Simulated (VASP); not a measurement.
Set up this calculation in VASP 6.6.1, as the native input.

| Item | Value |
| --- | --- |
| Task | single point |
| Functional | PBE |
| Potentials or basis | VASP PAW PBE potentials, release 64 (Pr_3, Pb_d), 4f in core |
| Cutoff | 500 eV |
| k mesh | 3 × 3 × 3 |
| Occupations | gaussian, width 0.2 eV |
| Spin | no spin polarisation |
| Dipole correction | no |
| Further INCAR settings | ALGO = Normal; EDIFF = 1e-06; NBANDS = 50 |

The structure of PrPb5 lies in POSCAR:

```
PrPb5
1.0
    0.0000000000      4.6022970448      4.6022970448
    4.6022970448      0.0000000000      4.6022970448
    4.6022970448      4.6022970448      0.0000000000
Pr Pb
1 5
Direct
    0.5000000000      0.5000000000      0.5000000000
    0.8750133702      0.8750133702      0.8750133702
    0.8750133702      0.8750133702      0.3749598895
    0.8750133702      0.3749598895      0.8750133702
    0.3749598895      0.8750133702      0.8750133702
    0.2500000000      0.2500000000      0.2500000000
```

The cell was generated, and may not be a known phase.

These files were run (other wordings do the same):

INCAR

```
PREC = Accurate
ENCUT = 500
EDIFF = 1E-6
ISMEAR = 0
SIGMA = 0.2
LREAL = False
LASPH = True
NELM = 200
ALGO = Normal
ISIF = 2
LWAVE = False
LCHARG = False
GGA = PE
NBANDS = 50
GGA_COMPAT = False
LMAXMIX = 6
```

KPOINTS

```
regular mesh
0
Gamma
  3 3 3
```

Potentials or basis: VASP PAW PBE potentials, release 64 (Pr_3, Pb_d), 4f in core.

Command:

```bash
$ cat potpaw_PBE.64/Pr_3/POTCAR potpaw_PBE.64/Pb_d/POTCAR > POTCAR
$ mpirun -np 1 vasp_std > vasp.out
```

Results of the run:

```yaml
Pressure: -0.1 GPa
Band_gap_on_the_k_mesh: zero (an odd number of electrons rules out a gap without spin polarisation)
```

Caveat: the k points lie up to 0.39 Å⁻¹ apart, too coarse for converged energies and pressures of a metal; spin-orbit coupling is left out, which moves the levels of the heavy elements; the 4f electrons are frozen in the core, so they carry no moment and show no levels.

It took 45 s on 1 thread of Intel(R) Xeon(R) 6975P-C (Granite Rapids) (shared host), peak memory 0.31 GiB.
